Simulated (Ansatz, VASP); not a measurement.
**One calculation of GaP, two programs**

```
Ga P
1.0
     3.85409    0.00000    0.00000
     1.92704    3.33774    0.00000
     1.92704    1.11258    3.14685
Ga P
1 1
Cartesian
  0.0000 0.0000 0.0000
  1.9270 1.1126 0.7867
```

Alike in both runs: task single point; functional LDA; k mesh 6 × 6 × 6; no spin polarisation.

|  | VASP | Ansatz |
| --- | --- | --- |
| version | VASP 6.6.1 | Ansatz 0.2.0 |
| potentials or method | VASP PAW LDA potentials, release 64 (Ga_d, P), cutoff 500 eV | plane waves, PAW |
| occupations | gaussian, width 0.01 eV | fixed |
| valence electrons in the cell | 18 | 18 |

```csv
,VASP,Ansatz,Ansatz less VASP
pressure (GPa),-2.7,-2.7,-0.07
```

LDA's correlation is that of Perdew and Zunger in VASP and of Perdew and Wang (1992) in Ansatz.
